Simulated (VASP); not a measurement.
Set up this calculation in VASP 6.6.1, as the native input.

| Property | Result |
| --- | --- |
| Task | single point |
| Functional | PBEsol |
| Potentials or basis | VASP PAW PBE potentials, release 64 (F) |
| Cutoff | 600 eV |
| k mesh | 21 × 21 × 21 |
| Occupations | fermi-dirac, width 0.08 eV |
| Spin | no spin polarisation |
| Dipole correction | no |
| Further INCAR settings | ALGO = Normal; EDIFF = 1e-06; NBANDS = 10 |

The structure of F lies in POSCAR:

```
F
1.0
    0.0000000000      1.4079508323      1.4079508323
    1.4079508323      0.0000000000      1.4079508323
    1.4079508323      1.4079508323      0.0000000000
F
1
Direct
    0.0000000000      0.0000000000      0.0000000000
```

These files were run (other wordings do the same):

INCAR

```
SYSTEM = F
  PREC = Accurate
  ENCUT = 600
  EDIFF = 1E-6
  ISMEAR = -1
  SIGMA = 0.08
  LREAL = .FALSE.
  LASPH = .TRUE.
  NELM = 120
  ALGO = Normal
  ISIF = 2
  LWAVE = .FALSE.
  LCHARG = .FALSE.
  GGA = PS
  NBANDS = 10
  GGA_COMPAT = .FALSE.
```

KPOINTS

```
Automatic mesh
0
G
  21 21 21
  0 0 0
```

Potentials or basis: VASP PAW PBE potentials, release 64 (F).

The run is started by

```sh
$ cat potpaw_PBE.64/F/POTCAR > POTCAR
$ mpirun -np 1 vasp_std > vasp.out
```

It gave:

```yaml
Pressure: 129.3 GPa
Band_gap_on_the_k_mesh: zero (an odd number of electrons rules out a gap without spin polarisation)
```

Caveat: the cell stands under pressure; the PAW data sets were made with another functional, which shifts forces and pressure a little; an odd number of electrons without spin polarisation forces a metal; a magnetic or distorted state may lie lower.

It took 16 s on 1 thread of AMD EPYC 7R13 Processor (Zen 3), on a shared host, peak memory 0.09 GiB.
